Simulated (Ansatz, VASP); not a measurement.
## Sn: VASP beside Ansatz

```
Sn
1.0
    -1.94768    1.94768    1.81470
     1.94768   -1.94768    1.81470
     1.94768    1.94768   -1.81470
Sn
1
Direct
  0.50000 0.50000 0.00000
```

Alike in both runs: task relaxation of cell and atoms; functional PBE; k mesh 20 × 20 × 20; occupations gaussian, width 0.1 eV; no spin polarisation.

|  | VASP | Ansatz |
| --- | --- | --- |
| version | VASP 6.6.1 | Ansatz 0.2.0 |
| potentials or method | VASP PAW PBE potentials, release 64 (Sn_d), cutoff 600 eV | scalar-relativistic, plane waves, PAW |
| valence electrons in the cell | 14 | 14 |

Ansatz gave:

```
gap on the k mesh at the Fermi level, each at its own relaxed structure (eV) : none
relaxed volume (Å³/atom)                                                     : 27.75
relaxed length of the cell vector where the two differ most in proportion (Å)              : 3.319
```

Q: What did VASP give for the same quantities?

A: gap on the k mesh at the Fermi level, each at its own relaxed structure (eV): none; relaxed volume (Å³/atom): 27.74; relaxed length of the cell vector where the two differ most in proportion (Å): 3.318.

A gap of «none» marks a metal or a gap that the smearing closes.
